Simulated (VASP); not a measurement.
## Si: single point with PBEsol

Si:

```
Si
1.0
     0.00000    0.00000    3.83736
     3.32219   -3.32219   -1.91868
     6.64438    6.64438    0.00000
Si
8
Direct
  0.93732 0.00000 0.17873
  0.44469 0.00000 0.67873
  0.44469 0.00000 0.32127
  0.93732 0.00000 0.82127
  0.83420 0.64254 0.00000
  0.42634 0.64254 0.50000
  0.19166 0.35746 0.00000
  0.78380 0.35746 0.50000
```

This cell differs from its parent crystal: atoms displaced along several vibrational modes.

```
Program                : VASP 6.6.1
Task                   : single point
Functional             : PBEsol
Potentials or basis    : VASP PAW PBE potentials, release 64 (Si)
Cutoff                 : 520 eV
k mesh                 : 10 × 10 × 4
Occupations            : gaussian, width 0.03 eV
Spin                   : no spin polarisation
Dipole correction      : no
Further INCAR settings : ALGO = Normal; EDIFF = 1e-06; NBANDS = 26
```

The pressure is -1.7 GPa, the largest force is 1.080 eV/Å and the band gap on the k mesh is zero (bands 16 and 17 overlap by 0.29 eV).

Forces in eV/Å, atoms in the order of the input:
```
Si  -0.178 -0.178  0.515
Si  -0.439 -0.439  0.569
Si   0.439  0.439  0.569
Si   0.178  0.178  0.515
Si   0.114 -0.114 -0.216
Si   0.455 -0.455 -0.867
Si  -0.114  0.114 -0.216
Si  -0.455  0.455 -0.867
```

Stress tensor (GPa, compression positive):
```
-2.01 -0.03  0.00
-0.03 -2.01  0.00
 0.00  0.00 -1.13
```

Levels at points of the mesh, in eV from the Fermi level:
| k point | band 14 | band 15 | band 16 | band 17 | band 18 | band 19 |
| --- | --- | --- | --- | --- | --- | --- |
| (0.00, 0.00, 0.00) | -1.53 | -1.53 | -0.31 | 1.03 | 1.39 | 1.41 |
| (0.50, 0.00, 0.00) | -2.40 | -2.31 | -2.07 | 1.09 | 1.47 | 1.64 |
| (0.00, 0.50, 0.00) | -1.01 | 0.19 | 0.21 | 0.92 | 1.35 | 1.73 |
| (0.00, 0.00, 0.50) | -1.70 | -1.61 | -1.57 | 0.65 | 0.67 | 1.43 |
| (0.50, 0.00, 0.50) | -2.17 | -1.35 | -1.32 | 0.58 | 0.61 | 1.88 |
| (0.00, 0.50, 0.50) | -0.90 | -0.50 | -0.36 | 0.71 | 1.11 | 2.44 |

It took 11 min on 1 thread of Intel Xeon 8259CL (shared host), peak memory 0.45 GiB.

Caveat: the cell differs from its parent crystal (atoms displaced along several vibrational modes); semilocal functionals underestimate gaps, and a narrow one can read as zero; the PAW data sets were made with another functional, which shifts forces and pressure a little.
